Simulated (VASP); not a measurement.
LiNb3P:

```
CELL_PARAMETERS angstrom
3.74141 0.00000 0.00000
0.00000 3.74141 0.00000
0.00000 0.00000 6.83582
ATOMIC_POSITIONS crystal
Li 0.00000 0.00000 0.00000
Nb 0.50000 0.50000 0.00000
Nb 0.50000 0.50000 0.31566
Nb 0.50000 0.50000 0.68434
P 0.00000 0.00000 0.50000
```

The cell was built from a structure type or drawn by symmetry, and may not be a known phase.

- Program: VASP 6.6.1
- Task: relaxation of cell and atoms
- Functional: PBE
- Potentials or basis: VASP PAW PBE potentials, release 64 (Li_sv, Nb_sv, P)
- Cutoff: 600 eV
- k mesh: 4 × 4 × 4
- Occupations: gaussian, width 0.1 eV
- Spin: no spin polarisation

At the start: pressure 3.8 GPa; volume 19.14 Å³/atom.

**Question.** How do energy, volume and symmetry change on relaxing?

**Answer.** Over 12 steps the energy falls by 384.0 meV/atom and the volume is 17.20 Å³/atom (-10.1 %); space group P4/mmm (No. 123, to 0.1 Å) before and after.

The path:
```tsv
step	energy change (eV)	largest force (eV/Å)	pressure (GPa)	volume (Å³)
1	0.0000	2.9462	3.78	95.69
2	-0.9967	0.2106	-12.67	99.31
3	-1.3908	0.7647	-10.74	98.21
4	-1.3977	0.6966	-10.33	98.09
5	-1.3974	0.6086	-9.84	97.96
6	-1.8731	0.7968	2.66	84.21
7	-1.8839	0.8157	0.62	85.74
8	-1.9149	0.1260	-0.14	85.73
9	-1.9149	0.0977	-0.16	85.73
10	-1.9194	0.0084	0.36	85.54
11	-1.9195	0.0121	0.45	85.51
12	-1.9201	0.0357	-0.13	86.02
```

Final structure:
```
Li Nb P
1.0
     3.38889    0.00000    0.00000
     0.00000    3.38889    0.00000
     0.00000    0.00000    7.48980
Li Nb P
1 3 1
Direct
  0.00000 0.00000 0.00000
  0.50000 0.50000 0.00000
  0.50000 0.50000 0.32022
  0.50000 0.50000 0.67978
  0.00000 0.00000 0.50000
```

Caveat: the k points lie up to 0.46 Å⁻¹ apart in the final cell, too coarse for converged energies and pressures of a metal; the cutoff is under 1.25 times the usual one of these potentials, so pressure, stress and relaxed cells hold a basis-set (Pulay) error.
